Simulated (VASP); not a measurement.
Runs of VASP 6.6.1 on ZnS. The structure is that of space group F-43m (No. 216), or close to it. The cells are those of the table. 

| level | cell | smearing | gap on the mesh (eV) | pressure (GPa) |
| --- | --- | --- | --- | --- |
| r2SCAN | a = 3.903 Å, angles 58.4°, 2 atoms | gaussian 0.01 eV | 2.45 | -2.5 |
| PBE | a = 3.810, b = 3.810, c = 3.832 Å, angles 59.8, 59.8, 59.6°, 2 atoms | fermi-dirac 0.02 eV | 2.12 | 2.5 |
| PBE | a = 3.903 Å, angles 58.4°, 2 atoms | fermi-dirac 0.02 eV | 1.91 | -0.2 |
| r2SCAN | a = 3.810, b = 3.810, c = 3.832 Å, angles 59.8, 59.8, 59.6°, 2 atoms | gaussian 0.01 eV | (b) | (a) |

Alike in all rows: task single point; potentials or basis VASP PAW PBE potentials, release 64 (Zn, S); no spin polarisation; k mesh 8 × 8 × 8; cutoff (eV) 520.

**Question.** Fill in the values left out.

**Answer.** (a) 0.1; (b) 2.68.

Caveats: the PAW data sets were made with another functional, which shifts forces and pressure a little (some runs).

